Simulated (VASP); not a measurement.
# CrI3 (Pm-3m) in VASP: single point with PBE

Aim: the single point of CrI3 with PBE.

All numbers are computed with VASP 6.6.1; they aren't measurements. Logs are shortened: lines on timing, memory, paths and dates and some standing lists are left out, and cuts for length are marked.

## Step 1: The cell of the first run

The structure is cubic, space group Pm-3m (No. 221). The conventional cell has a = 5.622 Å, b = 5.622 Å, c = 5.622 Å, α = 90.00°, β = 90.00°, γ = 90.00°. Cr (site symmetry m-3m) has 6 I at 2.81 Å within 3.7 Å. Within 3.7 Å of I (site symmetry 4/mmm) lie 2 Cr at 2.81 Å.

## Step 2: Single point, PBE, collinear spin, ferromagnetic start (44.43 Å³/atom)

INCAR

```
SYSTEM = CrI3
ALGO = Normal ; EDIFF = 1E-7
ENCUT = 520 ; GGA = PE
ISIF = 2 ; ISMEAR = 0
ISPIN = 2 ; LASPH = .True.
LCHARG = .False. ; LMAXMIX = 4
LORBIT = 11 ; LREAL = .False.
LWAVE = .False. ; MAGMOM = 3.7 0 0 0
NBANDS = 28 ; NELM = 150
PREC = Accurate ; SIGMA = 0.05
```

KPOINTS

```
k-points
0
Gamma
  6 6 6
  0 0 0
```

POSCAR

```
CrI3
1.0
    5.6222644435      0.0000000000      0.0000000000
    0.0000000000      5.6222644435      0.0000000000
    0.0000000000      0.0000000000      5.6222644435
Cr I
1 3
Direct
    0.0000000000      0.0000000000      0.0000000000
    0.5000000000      0.0000000000      0.0000000000
    0.0000000000      0.0000000000      0.5000000000
    0.0000000000      0.5000000000      0.0000000000
```

Potentials or basis: VASP PAW PBE potentials, release 64 (Cr_pv, I).

On the command line:

```bash
cat potpaw_PBE.64/Cr_pv/POTCAR potpaw_PBE.64/I/POTCAR > POTCAR
mpirun -np 1 vasp_std > vasp.out
```

OUTCAR:

```text
SYSTEM = CrI3
   EDIFF = 1E-7
   ENCUT = 520
   GGA = PE
   ISIF = 2
   ISMEAR = 0
   ISPIN = 2
   LASPH = .True.
   LORBIT = 11
   LREAL = .False.
   NELM = 150
   PREC = Accurate

 ion  position               nearest neighbor table
   1  0.000  0.000  0.000-   2 2.81   3 2.81   4 2.81   3 2.81   4 2.81   2 2.81
   2  0.500  0.000  0.000-   1 2.81   1 2.81
   3  0.000  0.000  0.500-   1 2.81   1 2.81
   4  0.000  0.500  0.000-   1 2.81   1 2.81

  LATTYP: Found a simple cubic cell.
 ALAT       =     5.6222644435

  Lattice vectors:

 A1 = (   5.6222644435,   0.0000000000,   0.0000000000)
 A2 = (   0.0000000000,   5.6222644435,   0.0000000000)
 A3 = (   0.0000000000,   0.0000000000,   5.6222644435)

Analysis of symmetry for initial positions (statically):
=====================================================================
 Subroutine PRICEL returns:
 Original cell was already a primitive cell.

 Routine SETGRP: Setting up the symmetry group for a
 simple cubic supercell.

 Subroutine GETGRP returns: Found 48 space group operations
 (whereof 48 operations were pure point group operations)
 out of a pool of 48 trial point group operations.

The static configuration has the point symmetry O_h .

Analysis of symmetry for dynamics (positions and initial velocities):
=====================================================================
 Subroutine PRICEL returns:
 Original cell was already a primitive cell.

 Routine SETGRP: Setting up the symmetry group for a
 simple cubic supercell.

 Subroutine GETGRP returns: Found 48 space group operations
 (whereof 48 operations were pure point group operations)
 out of a pool of 48 trial point group operations.

The dynamic configuration has the point symmetry O_h .

Analysis of structural, dynamic, and magnetic symmetry:
=====================================================================
 Subroutine PRICEL returns:
 Original cell was already a primitive cell.

 Routine SETGRP: Setting up the symmetry group for a
 simple cubic supercell.

 Subroutine GETGRP returns: Found 48 space group operations
 (whereof 48 operations were pure point group operations)
 out of a pool of 48 trial point group operations.

The overall configuration has the point symmetry O_h .

 Subroutine INISYM returns: Found 48 space group operations
 (whereof 48 operations are pure point group operations),
 and found     1 'primitive' translations

----------------------------------------------------------------------------------------

                                     Primitive cell

  volume of cell :     177.7190

  direct lattice vectors                    reciprocal lattice vectors
     5.622264443  0.000000000  0.000000000     0.177864277  0.000000000  0.000000000
     0.000000000  5.622264443  0.000000000     0.000000000  0.177864277  0.000000000
     0.000000000  0.000000000  5.622264443     0.000000000  0.000000000  0.177864277

  length of vectors
     5.622264443  5.622264443  5.622264443     0.177864277  0.177864277  0.177864277

  position of ions in fractional coordinates (direct lattice)
     0.000000000  0.000000000  0.000000000
     0.500000000  0.000000000  0.000000000
     0.000000000  0.000000000  0.500000000
     0.000000000  0.500000000  0.000000000

  ion indices of the primitive-cell ions
   primitive index   ion index
                 1           1
                 2           2
                 3           3
                 4           4

----------------------------------------------------------------------------------------

 KPOINTS: k-points

Automatic generation of k-mesh.
 Grid dimensions read from file:
 generate k-points for:    6    6    6

 Generating k-lattice:

  Cartesian coordinates                     Fractional coordinates (reciprocal lattice)
     0.029644046  0.000000000  0.000000000     0.166666667  0.000000000  0.000000000
     0.000000000  0.029644046  0.000000000     0.000000000  0.166666667  0.000000000
     0.000000000  0.000000000  0.029644046     0.000000000  0.000000000  0.166666667

  Length of vectors
     0.029644046  0.029644046  0.029644046

  Shift w.r.t. Gamma in fractional coordinates (k-lattice)
     0.000000000  0.000000000  0.000000000

 Subroutine IBZKPT returns following result:
 ===========================================

 Found     20 irreducible k-points:

 Following reciprocal coordinates:
            Coordinates               Weight
  0.000000  0.000000  0.000000      1.000000
  0.166667  0.000000  0.000000      6.000000
  0.333333  0.000000  0.000000      6.000000
  0.500000  0.000000  0.000000      3.000000
  0.166667  0.166667  0.000000     12.000000
  0.333333  0.166667  0.000000     24.000000
[... 12 lines left out ...]
  0.500000  0.500000  0.333333      6.000000
  0.500000  0.500000  0.500000      1.000000
   k-points           NKPTS =     20   k-points in BZ     NKDIM =     20   number of bands    NBANDS=     28
   number of dos      NEDOS =    301   number of ions     NIONS =      4
   total plane-waves  NPLWV =  74088
   dimension x,y,z NGX =    42 NGY =   42 NGZ =   42
   dimension x,y,z NGXF=    84 NGYF=   84 NGZF=   84
   ions per type =               1   3
   NGX,Y,Z   is equivalent  to a cutoff of  12.42, 12.42, 12.42 a.u.
   NGXF,Y,Z  is equivalent  to a cutoff of  24.84, 24.84, 24.84 a.u.
 SYSTEM =  CrI3
   PREC   = accura    normal or accurate (medium, high low for compatibility)
   ISTART =      0    job   : 0-new  1-cont  2-samecut
   ICHARG =      2    charge: 1-file 2-atom 10-const
   ISPIN  =      2    spin polarized calculation?
   LNONCOLLINEAR =      F non collinear calculations
   LSORBIT =      F    spin-orbit coupling
   LASPH  =      T    aspherical Exc in radial PAW
   ENCUT  =  520.0 eV  38.22 Ry    6.18 a.u.  10.45 10.45 10.45*2*pi/ulx,y,z
   NELM   =    150;   NELMIN=  2; NELMDL= -5     # of ELM steps
   EDIFF  = 0.1E-06   stopping-criterion for ELM
   LREAL  =      F    real-space projection
   EDIFFG = 0.1E-05   stopping-criterion for IOM
   NSW    =      0    number of steps for IOM
   IBRION =     -1    ionic relax: 0-MD 1-quasi-New 2-CG
   NFREE  =      0    steps in history (QN), initial steepest desc. (CG)
   ISIF   =      2    stress and relaxation
   ISYM   =      2    0-nonsym 1-usesym 2-fastsym
   POTIM  = 0.5000    time-step for ionic-motion
   TEBEG  =    0.0;   TEEND  =   0.0 temperature during run
   PSTRESS=    0.0 pullay stress
   NELECT =      33.0000    total number of electrons
   NUPDOWN=      -1.0000    fix difference up-down
   EMIN   =  10.00;   EMAX   =-10.00  energy-range for DOS
   EFERMI =   0.00;   METHOD = LEGACY
   ISMEAR =     0;   SIGMA  =   0.05  broadening in eV -4-tet -1-fermi 0-gaus
   EFERMI_NEDOS =   21; number of points for ismear=-14 and -15
   IALGO  =     38    algorithm
   IMIX   =      4    mixing-type and parameters
     AMIX     =   0.40;   BMIX     =  1.00
     AMIX_MAG =   1.60;   BMIX_MAG =  1.00
  volume/ion in A,a.u.               =      44.43       299.83
  Fermi-wavevector in a.u.,A,eV,Ry     =   0.933974  1.764955 11.868468  0.872308
  Thomas-Fermi vector in A             =   2.060731
   LORBIT       =     11    0 simple, 1 ext, 2 COOP (PROOUT), +10 PAW based schemes
   GGA     = PE    functional components
   LHFCALC =     F    Hartree Fock is set to
   AEXX    =    0.0000 exact exchange contribution
   IVDW    =     0    specifies the selected vdW correction
   LEPSILON=     F    determine dielectric tensor
   LRPA    =     F    only Hartree local field effects (RPA)
 spin polarized calculation
 Gauss-broadening in eV      SIGMA  =   0.05
  energy-cutoff  :      520.00
  volume of cell :      177.72
 maximum number of plane-waves:      4828
 NGX is ok and might be reduce to    42
   NGX = 21   NGY = 21   NGZ = 21

 number of electron      33.0000008 magnetization       3.2025375

 Free energy of the ion-electron system (eV)
  ---------------------------------------------------
  ext. energy  EPLUGINS =         0.00000000
  ---------------------------------------------------
  free energy    TOTEN  =       -14.44907325 eV

  energy without entropy =      -14.44530979  energy(sigma->0) =      -14.44719152

 E-fermi :   1.1132     XC(G=0):  -7.2866

 val. band max:        1.0979379849   @ k =   0.5000   0.3333   0.3333
 cond. band min:       1.1448973039   @ k =   0.5000   0.5000   0.3333
 fundamental gap:      0.0469593191
 Fermi energy:         1.1132343523

 spin component 1

 k-point     1 :       0.0000    0.0000    0.0000
  band No.  band energies     occupation
      1     -42.8380      1.00000
      2     -42.8379      1.00000
      3     -42.8379      1.00000
      4     -11.1918      1.00000
      5     -10.2477      1.00000
      6     -10.2477      1.00000
[... 20 lines left out ...]
     27       8.0826      0.00000
[... 566 lines left out ...]
      5     -10.4789      1.00000
      6     -10.4789      1.00000
[... 20 lines left out ...]
     27      10.0324      0.00000
     28      10.0324      0.00000
 Fermi energy:         1.1132343523

 spin component 2

 k-point     1 :       0.0000    0.0000    0.0000
  band No.  band energies     occupation
      1     -39.3819      1.00000
      2     -39.3819      1.00000
      3     -39.3819      1.00000
      4     -11.2615      1.00000
      5     -10.3521      1.00000
      6     -10.3521      1.00000
[... 20 lines left out ...]
     27       8.6358      0.00000
[... 567 lines left out ...]
      6     -10.5874      1.00000
[... 20 lines left out ...]
     27       9.9877      0.00000
     28      10.4000      0.00000

------------------------ aborting loop because EDIFF is reached ----------------------------------------

  FORCE on cell =-STRESS in cart. coord.  units (eV):
  Direction    XX          YY          ZZ          XY          YZ          ZX
  --------------------------------------------------------------------------------------
  -------------------------------------------------------------------------------------
  Total       -0.9550375     -0.9550375     -0.9550375     -0.0000000     -0.0000000      0.0000000
  in kB       -8.6098825     -8.6098825     -8.6098825     -0.0000000     -0.0000000      0.0000000
  external PRESSURE =      -8.6098825 kB  Pullay stress =       0.0000000 kB

 VOLUME and BASIS-vectors are now :
 -----------------------------------------------------------------------------
  energy-cutoff  :      520.00
  volume of cell :      177.72
      direct lattice vectors                 reciprocal lattice vectors
     5.622264443  0.000000000  0.000000000     0.177864277  0.000000000  0.000000000
     0.000000000  5.622264443  0.000000000     0.000000000  0.177864277  0.000000000
     0.000000000  0.000000000  5.622264443     0.000000000  0.000000000  0.177864277

 POSITION                                       TOTAL-FORCE (eV/Angst)
 -----------------------------------------------------------------------------------
      0.00000      0.00000      0.00000         0.000000      0.000000      0.000000
      2.81113      0.00000      0.00000         0.000000      0.000000      0.000000
      0.00000      0.00000      2.81113         0.000000      0.000000      0.000000
      0.00000      2.81113      0.00000         0.000000      0.000000      0.000000
 -----------------------------------------------------------------------------------
    total drift:                               -0.000000     -0.000000     -0.000000

  FREE ENERGIE OF THE ION-ELECTRON SYSTEM (eV)
  ---------------------------------------------------
  free  energy   TOTEN  =       -14.4490732516 eV

  energy  without entropy=      -14.4453097917  energy(sigma->0) =      -14.44719152

 total charge

# of ion       s       p       d       tot
------------------------------------------
    1        0.205   6.138   4.074  10.417
    2        1.510   2.749   0.014   4.274
    3        1.510   2.749   0.014   4.274
    4        1.510   2.749   0.014   4.274
--------------------------------------------------
tot          4.736  14.386   4.117  23.239

 magnetization (x)

# of ion       s       p       d       tot
------------------------------------------
    1        0.038   0.017   3.359   3.414
    2       -0.000  -0.124   0.005  -0.120
    3       -0.000  -0.124   0.005  -0.120
    4       -0.000  -0.124   0.005  -0.120
--------------------------------------------------
tot          0.037  -0.357   3.375   3.056
```

It took 3 min on 1 thread of Intel Xeon Platinum 8559C (Emerald Rapids), shared host; peak memory 0.39 GiB.

What came out:

| Property | Result |
| --- | --- |
| Free energy | -14.4491 eV |
| Pressure | -0.9 GPa |
| Net moment | 3.20 μB per cell |
| Site moments | Cr +3.41; I -0.12 μB |
| Valence electrons inside the program's atomic spheres | Cr 10.42; I 4.27 |

Caveat: an empty level that is flat over the whole mesh can mark a ghost state of the potentials, or a narrow d or f band; spin-orbit coupling is left out, which moves the levels of the heavy elements; semilocal functionals often make such compounds metallic where correlation or magnetic order opens a gap, which also shifts bond lengths.
